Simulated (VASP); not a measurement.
SrHfBr6:

```
Sr Hf Br
1.0
     0.00000    5.17753    5.17753
     5.17753    0.00000    5.17753
     5.17753    5.17753    0.00000
Sr Hf Br
1 1 6
Direct
  0.50000 0.50000 0.50000
  0.00000 0.00000 0.00000
  0.74762 0.25238 0.25238
  0.25238 0.74762 0.74762
  0.25238 0.74762 0.25238
  0.74762 0.25238 0.74762
  0.25238 0.25238 0.74762
  0.74762 0.74762 0.25238
```

* Program: VASP 6.6.1
* Task: relaxation of cell and atoms
* Functional: PBEsol
* Potentials or basis: VASP PAW PBE potentials, release 64 (Sr_sv, Hf_pv, Br)
* Cutoff: 600 eV
* k mesh: 4 × 4 × 4
* Occupations: fermi-dirac, width 0.03 eV
* Spin: no spin polarisation

At the start: pressure 8.0 GPa; volume 34.70 Å³/atom.

**Question.** How do energy, volume and symmetry change on relaxing?

**Answer.** Over 7 steps the energy falls by 373.2 meV/atom and the volume is 43.50 Å³/atom (+25.4 %); space group Fm-3m (No. 225, to 0.1 Å) before and after.

The path:
```
step  energy change (eV)  largest force (eV/Å)  pressure (GPa)  volume (Å³)
   1              0.0000                3.2397            7.98       277.59
   2             -2.7656                0.9315           -1.40       352.98
   3             -2.7692                0.9021           -1.54       355.66
   4             -2.9720                0.0400            0.60       340.05
   5             -2.9761                0.0897            0.30       341.87
   6             -2.9832                0.0428            0.15       344.89
   7             -2.9855                0.0021            0.01       347.97
```

Final structure:
```
CELL_PARAMETERS angstrom
0.00000 5.58261 5.58261
5.58261 0.00000 5.58261
5.58261 5.58261 0.00000
ATOMIC_POSITIONS crystal
Sr 0.50000 0.50000 0.50000
Hf 0.00000 0.00000 0.00000
Br 0.76878 0.23122 0.23122
Br 0.23122 0.76878 0.76878
Br 0.23122 0.76878 0.23122
Br 0.76878 0.23122 0.76878
Br 0.23122 0.23122 0.76878
Br 0.76878 0.76878 0.23122
```

Caveat: the volume moved by over 15 % at a fixed basis, so the end points are rough; the PAW data sets were made with another functional, which shifts forces and pressure a little.
